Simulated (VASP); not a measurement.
# Sn3Se2S (P-3m1) in VASP: notebook

Sn3Se2S is run at these levels: PBE; tasks: single point, relaxation of cell and atoms.

Program: VASP 6.6.1. These are calculated values, not measurements. Logs are shortened: lines on timing, memory, paths and dates and some standing lists are left out, and cuts for length are marked.

## (1) The cell of the first run

Symmetry: P-3m1, No. 164, trigonal system. The conventional cell has a = 4.235 Å, b = 4.235 Å, c = 10.342 Å, α = 90.00°, β = 90.00°, γ = 120.00°. Sn (site symmetry 3m) has 3 S at 2.94 Å and 3 Se at 3.02 Å within 3.9 Å. Within 4.0 Å of Sn (site symmetry -3m) lie 6 Se at 3.02 Å. Se (site symmetry 3m) has 6 Sn at 3.02 Å within 4.0 Å. S (site symmetry -3m) has 6 Sn at 2.94 Å within 3.9 Å.

## (2) Single point, PBE

File INCAR:

```
PREC = Accurate
ENCUT = 520
EDIFF = 1E-7
ISMEAR = 0
SIGMA = 0.1
LREAL = F
LASPH = T
NELM = 100
ALGO = Normal
ISIF = 2
LWAVE = F
LCHARG = F
GGA = PE
NBANDS = 39
```

File KPOINTS:

```
Automatic mesh
0
Gamma
  6 6 2
```

File POSCAR:

```
Sn3Se2S
1.0
    4.2354696502      0.0000000000      0.0000000000
   -2.1177348251      3.6680243140      0.0000000000
    0.0000000000      0.0000000000     10.3415594659
Sn Se S
3 2 1
Direct
    0.6666666667      0.3333333333      0.8421226337
    0.0000000000      0.0000000000      0.5000000000
    0.3333333333      0.6666666667      0.1578773663
    0.3333333333      0.6666666667      0.6713075203
    0.6666666667      0.3333333333      0.3286924797
    0.0000000000      0.0000000000      0.0000000000
```

Potentials or basis: VASP PAW PBE potentials, release 64 (Sn_d, Se, S).

On the command line:

```console
cat potpaw_PBE.64/Sn_d/POTCAR potpaw_PBE.64/Se/POTCAR potpaw_PBE.64/S/POTCAR > POTCAR
mpirun -np 1 vasp_std > vasp.out
```

OUTCAR:

```text
PREC = Accurate
   ENCUT = 520
   EDIFF = 1E-7
   ISMEAR = 0
   LREAL = F
   LASPH = T
   NELM = 100
   ISIF = 2
   GGA = PE

 ion  position               nearest neighbor table
   1  0.667  0.333  0.842-   6 2.94   6 2.94   6 2.94   4 3.02   4 3.02   4 3.02
   2  0.000  0.000  0.500-   4 3.02   5 3.02   4 3.02   5 3.02   5 3.02   4 3.02
   3  0.333  0.667  0.158-   6 2.94   6 2.94   6 2.94   5 3.02   5 3.02   5 3.02
   4  0.333  0.667  0.671-   1 3.02   1 3.02   1 3.02   2 3.02   2 3.02   2 3.02
   5  0.667  0.333  0.329-   3 3.02   3 3.02   3 3.02   2 3.02   2 3.02   2 3.02
   6  0.000  0.000  0.000-   1 2.94   3 2.94   3 2.94   1 2.94   1 2.94   3 2.94

  LATTYP: Found a hexagonal cell.
 ALAT       =     4.2354696502
 C/A-ratio  =     2.4416559012

  Lattice vectors:

 A1 = (   4.2354696502,   0.0000000000,   0.0000000000)
 A2 = (  -2.1177348251,   3.6680243140,   0.0000000000)
 A3 = (   0.0000000000,   0.0000000000,  10.3415594659)

Analysis of symmetry for initial positions (statically):
=====================================================================
 Subroutine PRICEL returns:
 Original cell was already a primitive cell.

 Routine SETGRP: Setting up the symmetry group for a
 hexagonal supercell.

 Subroutine GETGRP returns: Found 12 space group operations
 (whereof 12 operations were pure point group operations)
 out of a pool of 24 trial point group operations.

The static configuration has the point symmetry D_3d.

Analysis of symmetry for dynamics (positions and initial velocities):
=====================================================================
 Subroutine PRICEL returns:
 Original cell was already a primitive cell.

 Routine SETGRP: Setting up the symmetry group for a
 hexagonal supercell.

 Subroutine GETGRP returns: Found 12 space group operations
 (whereof 12 operations were pure point group operations)
 out of a pool of 24 trial point group operations.

The dynamic configuration has the point symmetry D_3d.

 Subroutine INISYM returns: Found 12 space group operations
 (whereof 12 operations are pure point group operations),
 and found     1 'primitive' translations

----------------------------------------------------------------------------------------

                                     Primitive cell

  volume of cell :     160.6645

  direct lattice vectors                    reciprocal lattice vectors
     4.235469650  0.000000000  0.000000000     0.236101326  0.136313164  0.000000000
    -2.117734825  3.668024314  0.000000000     0.000000000  0.272626328  0.000000000
     0.000000000  0.000000000 10.341559466     0.000000000  0.000000000  0.096697215

  length of vectors
     4.235469650  4.235469650 10.341559466     0.272626328  0.272626328  0.096697215

  position of ions in fractional coordinates (direct lattice)
     0.666666667  0.333333333  0.842122634
     0.000000000  0.000000000  0.500000000
     0.333333333  0.666666667  0.157877366
     0.333333333  0.666666667  0.671307520
     0.666666667  0.333333333  0.328692480
     0.000000000  0.000000000  0.000000000

  ion indices of the primitive-cell ions
   primitive index   ion index
                 1           1
                 2           2
                 3           3
                 4           4
                 5           5
                 6           6

----------------------------------------------------------------------------------------

 KPOINTS: Automatic mesh

Automatic generation of k-mesh.
 Grid dimensions read from file:
 generate k-points for:    6    6    2

 Generating k-lattice:

  Cartesian coordinates                     Fractional coordinates (reciprocal lattice)
     0.039350221  0.022718861  0.000000000     0.166666667  0.000000000  0.000000000
     0.000000000  0.045437721  0.000000000     0.000000000  0.166666667  0.000000000
     0.000000000  0.000000000  0.048348608     0.000000000  0.000000000  0.500000000

  Length of vectors
     0.045437721  0.045437721  0.048348608

  Shift w.r.t. Gamma in fractional coordinates (k-lattice)
     0.000000000  0.000000000  0.000000000

 Subroutine IBZKPT returns following result:
 ===========================================

 Found     14 irreducible k-points:

 Following reciprocal coordinates:
            Coordinates               Weight
  0.000000  0.000000  0.000000      1.000000
  0.166667  0.000000  0.000000      6.000000
  0.333333  0.000000  0.000000      6.000000
  0.500000 -0.000000  0.000000      3.000000
  0.166667  0.166667  0.000000      6.000000
  0.333333  0.166667  0.000000     12.000000
  0.333333  0.333333  0.000000      2.000000
  0.000000  0.000000  0.500000      1.000000
  0.166667  0.000000  0.500000      6.000000
  0.333333  0.000000  0.500000      6.000000
  0.500000 -0.000000  0.500000      3.000000
  0.166667  0.166667  0.500000      6.000000
  0.333333  0.166667  0.500000     12.000000
  0.333333  0.333333  0.500000      2.000000
   k-points           NKPTS =     14   k-points in BZ     NKDIM =     14   number of bands    NBANDS=     39
   number of dos      NEDOS =    301   number of ions     NIONS =      6
   total plane-waves  NPLWV =  81920
   dimension x,y,z NGX =    32 NGY =   32 NGZ =   80
   dimension x,y,z NGXF=    64 NGYF=   64 NGZF=  160
   ions per type =               3   2   1
   NGX,Y,Z   is equivalent  to a cutoff of  12.56, 12.56, 12.86 a.u.
   NGXF,Y,Z  is equivalent  to a cutoff of  25.12, 25.12, 25.72 a.u.
 SYSTEM =  unknown system
   PREC   = accura    normal or accurate (medium, high low for compatibility)
   ISTART =      0    job   : 0-new  1-cont  2-samecut
   ICHARG =      2    charge: 1-file 2-atom 10-const
   ISPIN  =      1    spin polarized calculation?
   LNONCOLLINEAR =      F non collinear calculations
   LSORBIT =      F    spin-orbit coupling
   LASPH  =      T    aspherical Exc in radial PAW
   ENCUT  =  520.0 eV  38.22 Ry    6.18 a.u.   7.88  7.88 19.23*2*pi/ulx,y,z
   NELM   =    100;   NELMIN=  2; NELMDL= -5     # of ELM steps
   EDIFF  = 0.1E-06   stopping-criterion for ELM
   LREAL  =      F    real-space projection
   EDIFFG = 0.1E-05   stopping-criterion for IOM
   NSW    =      0    number of steps for IOM
   IBRION =     -1    ionic relax: 0-MD 1-quasi-New 2-CG
   NFREE  =      0    steps in history (QN), initial steepest desc. (CG)
   ISIF   =      2    stress and relaxation
   ISYM   =      2    0-nonsym 1-usesym 2-fastsym
   POTIM  = 0.5000    time-step for ionic-motion
   TEBEG  =    0.0;   TEEND  =   0.0 temperature during run
   PSTRESS=    0.0 pullay stress
   NELECT =      60.0000    total number of electrons
   NUPDOWN=      -1.0000    fix difference up-down
   EMIN   =  10.00;   EMAX   =-10.00  energy-range for DOS
   EFERMI =   0.00;   METHOD = LEGACY
   ISMEAR =     0;   SIGMA  =   0.10  broadening in eV -4-tet -1-fermi 0-gaus
   EFERMI_NEDOS =   21; number of points for ismear=-14 and -15
   IALGO  =     38    algorithm
   IMIX   =      4    mixing-type and parameters
     AMIX     =   0.40;   BMIX     =  1.00
     AMIX_MAG =   1.60;   BMIX_MAG =  1.00
  volume/ion in A,a.u.               =      26.78       180.70
  Fermi-wavevector in a.u.,A,eV,Ry     =   1.178923  2.227841 18.910174  1.389859
  Thomas-Fermi vector in A             =   2.315243
   LORBIT       =      0    0 simple, 1 ext, 2 COOP (PROOUT), +10 PAW based schemes
   GGA     = PE    functional components
   LHFCALC =     F    Hartree Fock is set to
   AEXX    =    0.0000 exact exchange contribution
   IVDW    =     0    specifies the selected vdW correction
   LEPSILON=     F    determine dielectric tensor
   LRPA    =     F    only Hartree local field effects (RPA)
 non-spin polarized calculation
 Gauss-broadening in eV      SIGMA  =   0.10
  energy-cutoff  :      520.00
  volume of cell :      160.66
 maximum number of plane-waves:      4356
 NGX is ok and might be reduce to    32
   NGX = 15   NGY = 15   NGZ = 39

 number of electron      59.9999997 magnetization

 Free energy of the ion-electron system (eV)
  ---------------------------------------------------
  ext. energy  EPLUGINS =         0.00000000
  ---------------------------------------------------
  free energy    TOTEN  =       -25.22458283 eV

  energy without entropy =      -25.22457335  energy(sigma->0) =      -25.22457809

 E-fermi :   5.9655     XC(G=0):  -9.5936

 val. band max:        5.7133664202   @ k =   0.5000  -0.0000   0.5000
 cond. band min:       6.2172052517   @ k =   0.0000   0.0000   0.5000
 fundamental gap:      0.5038388315
 Fermi energy:         5.9654590226

 k-point     1 :       0.0000    0.0000    0.0000
  band No.  band energies     occupation
      1     -15.9389      2.00000
      2     -15.9389      2.00000
      3     -15.9373      2.00000
      4     -15.9368      2.00000
      5     -15.9365      2.00000
      6     -15.9365      2.00000
[... 31 lines left out ...]
     38      10.1059      0.00000
     39      10.1111      0.00000

 k-point     2 :       0.1667    0.0000    0.0000
  band No.  band energies     occupation
      1     -15.9428      2.00000
      2     -15.9387      2.00000
      3     -15.9373      2.00000
      4     -15.9370      2.00000
      5     -15.9355      2.00000
      6     -15.9348      2.00000
[... 31 lines left out ...]
     38       9.4478      0.00000
     39       9.5150      0.00000

 k-point     3 :       0.3333    0.0000    0.0000
  band No.  band energies     occupation
      1     -15.9532      2.00000
      2     -15.9425      2.00000
      3     -15.9407      2.00000
      4     -15.9383      2.00000
      5     -15.9371      2.00000
      6     -15.9334      2.00000
[... 412 lines left out ...]
 k-point    13 :       0.3333    0.1667    0.5000
  band No.  band energies     occupation
      1     -15.9526      2.00000
      2     -15.9462      2.00000
      3     -15.9426      2.00000
      4     -15.9388      2.00000
      5     -15.9355      2.00000
      6     -15.9323      2.00000
[... 31 lines left out ...]
     38       9.9113      0.00000
     39      10.6773      0.00000

 k-point    14 :       0.3333    0.3333    0.5000
  band No.  band energies     occupation
      1     -15.9511      2.00000
      2     -15.9451      2.00000
      3     -15.9451      2.00000
      4     -15.9336      2.00000
      5     -15.9336      2.00000
      6     -15.9304      2.00000
[... 31 lines left out ...]
     38      10.1733      0.00000
     39      10.1733      0.00000

------------------------ aborting loop because EDIFF is reached ----------------------------------------

  FORCE on cell =-STRESS in cart. coord.  units (eV):
  Direction    XX          YY          ZZ          XY          YZ          ZX
  --------------------------------------------------------------------------------------
  -------------------------------------------------------------------------------------
  Total       -0.2101572     -0.2101572     -0.0491446     -0.0000000      0.0000000      0.0000000
  in kB       -2.0957284     -2.0957284     -0.4900797     -0.0000000      0.0000000      0.0000000
  external PRESSURE =      -1.5605122 kB  Pullay stress =       0.0000000 kB

 VOLUME and BASIS-vectors are now :
 -----------------------------------------------------------------------------
  energy-cutoff  :      520.00
  volume of cell :      160.66
      direct lattice vectors                 reciprocal lattice vectors
     4.235469650  0.000000000  0.000000000     0.236101326  0.136313164  0.000000000
    -2.117734825  3.668024314  0.000000000     0.000000000  0.272626328  0.000000000
     0.000000000  0.000000000 10.341559466     0.000000000  0.000000000  0.096697215

 POSITION                                       TOTAL-FORCE (eV/Angst)
 -----------------------------------------------------------------------------------
      2.11773      1.22267      8.70886         0.000000     -0.000000      0.013908
      0.00000      0.00000      5.17078        -0.000000      0.000000      0.000000
     -0.00000      2.44535      1.63270        -0.000000      0.000000     -0.013908
     -0.00000      2.44535      6.94237         0.000000     -0.000000      0.000662
      2.11773      1.22267      3.39919        -0.000000      0.000000     -0.000662
      0.00000      0.00000      0.00000        -0.000000      0.000000      0.000000
 -----------------------------------------------------------------------------------
    total drift:                                0.000000      0.000000     -0.000000

  FREE ENERGIE OF THE ION-ELECTRON SYSTEM (eV)
  ---------------------------------------------------
  free  energy   TOTEN  =       -25.2245828294 eV

  energy  without entropy=      -25.2245733450  energy(sigma->0) =      -25.22457809
```

Run time: 43 s. Hardware: 1 thread of Intel Xeon 6975P-C (Granite Rapids), shared host; peak memory 0.3 GiB.

What came out:

| Property | Result |
| --- | --- |
| Free energy | -25.2246 eV |
| Pressure | -0.2 GPa |
| Largest force | 0.014 eV/Å |
| Band gap on the k mesh | 0.50 eV, indirect (the least direct gap lies 4.2 meV higher) |

Forces in eV/Å, atoms in the order of the input:
```
Sn   0.000  0.000  0.014
Sn   0.000  0.000  0.000
Sn   0.000  0.000 -0.014
Se   0.000  0.000  0.001
Se   0.000  0.000 -0.001
S    0.000  0.000  0.000
```

Stress tensor (GPa, compression positive):
```
-0.21  0.00  0.00
 0.00 -0.21  0.00
 0.00  0.00 -0.05
```

Caveat: spin-orbit coupling is left out, which moves the levels of the heavy elements.

## (3) Single point, PBE

This run uses another cell than the first one, of 27.39 Å³/atom, 1.023 times its volume.

File INCAR:

```
SYSTEM = Sn3Se2S
ALGO = Normal ; EDIFF = 1E-7
ENCUT = 520 ; GGA = PE
ISIF = 2 ; ISMEAR = 0
LASPH = .TRUE. ; LCHARG = .TRUE.
LELF = .TRUE. ; LREAL = .FALSE.
LVHAR = .TRUE. ; LWAVE = .FALSE.
NBANDS = 39 ; NELM = 80
PREC = Accurate ; SIGMA = 0.1
```

File KPOINTS:

```
k-points
0
G
  6 6 2
  0 0 0
```

File POSCAR:

```
Sn3Se2S
1.0
    4.2629328200      0.0000000000      0.0000000000
   -2.1314664100      3.6918081100      0.0000000000
    0.0000000000      0.0000000000     10.4420102000
Sn Se S
3 2 1
Direct
    0.6666666700      0.3333333300      0.8333333300
    0.0000000000      0.0000000000      0.5000000000
    0.3333333300      0.6666666700      0.1666666700
    0.3333333300      0.6666666700      0.6666666700
    0.6666666700      0.3333333300      0.3333333300
    0.0000000000      0.0000000000      0.0000000000
```

Potentials or basis: VASP PAW PBE potentials, release 64 (Sn_d, Se, S).

On the command line:

```console
cat potpaw_PBE.64/Sn_d/POTCAR potpaw_PBE.64/Se/POTCAR potpaw_PBE.64/S/POTCAR > POTCAR
mpirun -np 1 vasp_std > vasp.out
```

Run time: 41 s. Hardware: 1 thread of Intel Xeon 6975P-C (Granite Rapids), shared host; peak memory 0.3 GiB.

It converged, with:

```yaml
Free_energy: -25.1647 eV
Pressure: -1.1 GPa
Largest_force: 0.473 eV/Å
Band_gap_on_the_k_mesh: 0.41 eV, direct
```

Forces on the atoms (eV/Å):
```
Sn   0.000  0.000  0.473
Sn   0.000  0.000  0.000
Sn   0.000  0.000 -0.473
Se   0.000  0.000  0.019
Se   0.000  0.000 -0.019
S    0.000  0.000  0.000
```

Levels at points of the mesh, in eV from the valence-band top:
```tsv
k point	band 27	band 28	band 29	band 30	band 31	band 32	band 33	band 34
(0.00, 0.00, 0.00)	-2.08	-2.08	-0.71	-0.57	1.28	1.42	1.75	1.75
(0.50, 0.00, 0.00)	-2.59	-2.53	-1.38	-1.25	1.40	1.61	2.17	2.42
(0.00, 0.00, 0.50)	-2.00	-1.60	-1.52	0.00	0.43	1.30	1.30	2.91
(0.50, 0.00, 0.50)	-2.85	-2.00	-2.00	0.00	0.41	1.31	1.31	3.18
```

Caveat: spin-orbit coupling is left out, which moves the levels of the heavy elements. A k mesh can miss the band edges.

(Part 1 of 2 ends here.)
